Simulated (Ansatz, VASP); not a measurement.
**One calculation of BaTiO3, two programs**

The input INCAR:

```
SYSTEM = BaTiO3
PREC = Accurate
ENCUT = 520
EDIFF = 1E-6
ISMEAR = -1
SIGMA = 0.05
LREAL = .False.
LASPH = .True.
NELM = 80
ALGO = Normal
ISIF = 2
LWAVE = .False.
LCHARG = .False.
GGA = PS
NBANDS = 28
```

Contents of KPOINTS:

```
regular mesh
0
Gamma
  7 7 7
  0 0 0
```

File POSCAR:

```
BaTiO3
1.0
    2.8083904218      1.6214249660      2.3028333365
   -2.8083904218      1.6214249660      2.3028333365
    0.0000000000     -3.2428499320      2.3028333365
Ba Ti O
1 1 3
Direct
    0.0000000000      0.0000000000      0.0000000000
    0.4845000000      0.4845000000      0.4845000000
    0.5086000000      0.0175000000      0.5086000000
    0.0175000000      0.5086000000      0.5086000000
    0.5086000000      0.5086000000      0.0175000000
```

File input.yaml:

```yaml
crystal:
  lattice:
    - [2.8083904218, 1.621424966, 2.3028333365]
    - [-2.8083904218, 1.621424966, 2.3028333365]
    - [0.0, -3.242849932, 2.3028333365]
  atoms:
    - { symbol: Ba, position: [0.0, 0.0, 0.0] }
    - { symbol: Ti, position: [0.4845, 0.4845, 0.4845] }
    - { symbol: O, position: [0.5086, 0.0175, 0.5086] }
    - { symbol: O, position: [0.0175, 0.5086, 0.5086] }
    - { symbol: O, position: [0.5086, 0.5086, 0.0175] }
kpoints:
  mp_grid: { grid: [7, 7, 7] }
scf:
  occupations: { method: fermi_dirac, width: 0.05 }
hamiltonian:
  xc: pbesol
  pseudopotentials: { kind: all_electron, lapw: { basis_error: 0.002 } }
output:
  forces: true
  stress: true
  eigenvalues: true
```

Change from the starting cell: volume scaled by 0.98.

Alike in both runs: task single point; functional PBEsol; k mesh 7 × 7 × 7; occupations fermi-dirac, width 0.05 eV; no spin polarisation.

```csv
,VASP,Ansatz
version,VASP 6.6.1,Ansatz 0.2.0
potentials or method,"VASP PAW PBE potentials, release 64 (Ba_sv, Ti_sv, O), cutoff 520 eV","all-electron LAPW, scalar-relativistic"
```

Ansatz gave:

- gap on the k mesh at the Fermi level (eV): 2.50
- least direct gap on the mesh (eV): 2.78
- pressure (GPa): 2.3
- traceless stress, the component that is largest in VASP (GPa): -0.23
- rms of the force components (eV/Å): 0.122

**Question.** Which values does VASP return?

**Answer.** gap on the k mesh at the Fermi level (eV): 2.45; least direct gap on the mesh (eV): 2.77; pressure (GPa): 4.3; traceless stress, the component that is largest in VASP (GPa): -0.29; rms of the force components (eV/Å): 0.148.

VASP's potentials were made for PBE, not for PBEsol. Atom by atom the forces differ by 0.030 eV/Å (rms over components). Ansatz ran all-electron here, and VASP with PAW potentials.

Neither program's run includes spin-orbit coupling.
